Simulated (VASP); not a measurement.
A run of VASP 6.6.1 is set up as follows.

The input INCAR:

```
PREC = Accurate
ENCUT = 600
EDIFF = 1E-6
ISMEAR = -1
SIGMA = 0.02
LREAL = False
LASPH = True
NELM = 80
ALGO = Normal
ISIF = 3
LWAVE = False
LCHARG = False
IBRION = 2
NSW = 80
EDIFFG = -0.005
```

Contents of KPOINTS:

```
Automatic mesh
0
Gamma
  8 8 8
```

POSCAR

```
ZnSe
1.0
    0.0000000000      2.8661396047      2.8661396047
    2.8661396047      0.0000000000      2.8661396047
    2.8661396047      2.8661396047      0.0000000000
Zn Se
1 1
Direct
    0.0000000000      0.0000000000      0.0000000000
    0.2500000000      0.2500000000      0.2500000000
```

Potentials or basis: VASP PAW LDA potentials, release 64 (Zn, Se).

Run with:

```bash
$ cat potpaw_LDA.64/Zn/POTCAR potpaw_LDA.64/Se/POTCAR > POTCAR
$ mpirun -np 1 vasp_std > vasp.out
```

Predict the relaxed cell.

a = 3.942 Å, b = 3.942 Å, c = 3.942 Å, α = 60.00°, β = 60.00°, γ = 60.00°.

Predict the space group after relaxing (to 0.05 Å).

F-43m (No. 216).

Predict the relaxed volume.

21.66 Å³/atom.

Final structure:
```yaml
crystal:
  lattice:
    - [0.00000, 2.78771, 2.78771]
    - [2.78771, 0.00000, 2.78771]
    - [2.78771, 2.78771, 0.00000]
  atoms:
    - { symbol: Zn, position: [0.00000, 0.00000, 0.00000] }
    - { symbol: Se, position: [0.25000, 0.25000, 0.25000] }
```
